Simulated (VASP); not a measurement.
Crystal: AlBAs2.

```
B As Al
1.0
     3.69749    0.00000    0.00000
     0.00000    3.69749    0.00000
     0.00000    0.00000    5.37931
B As Al
1 2 1
Direct
  0.00000 0.00000 0.00000
  0.00000 0.50000 0.21342
  0.50000 0.00000 0.78658
  0.50000 0.50000 0.50000
```

This cell differs from its parent crystal: epitaxial xy strain +1.0%.

Base run:

```yaml
Program: VASP 6.6.1
Functional: PBE
Potentials_or_basis: VASP PAW PBE potentials, release 64 (B, As, Al)
Cutoff: 520 eV
k_mesh: 8 × 8 × 6
Occupations: fermi-dirac, width 0.02 eV
Spin: no spin polarisation
```

Its results: band gap on the k mesh 0.70 eV, indirect (least direct gap 0.72 eV); pressure 1.0 GPa; largest force 0.141 eV/Å.

Task: The run is repeated on the same cell with these changes: functional from PBE to r2SCAN; occupations from fermi-dirac, width 0.02 eV to gaussian, width 0.01 eV. What comes out?

Result: Band gap on the k mesh 0.96 eV, indirect (least direct gap 0.98 eV); pressure -1.2 GPa; largest force 0.020 eV/Å.

Caveats: the PAW data sets were made with another functional, which shifts forces and pressure a little (some runs).

A k mesh can miss the band edges.
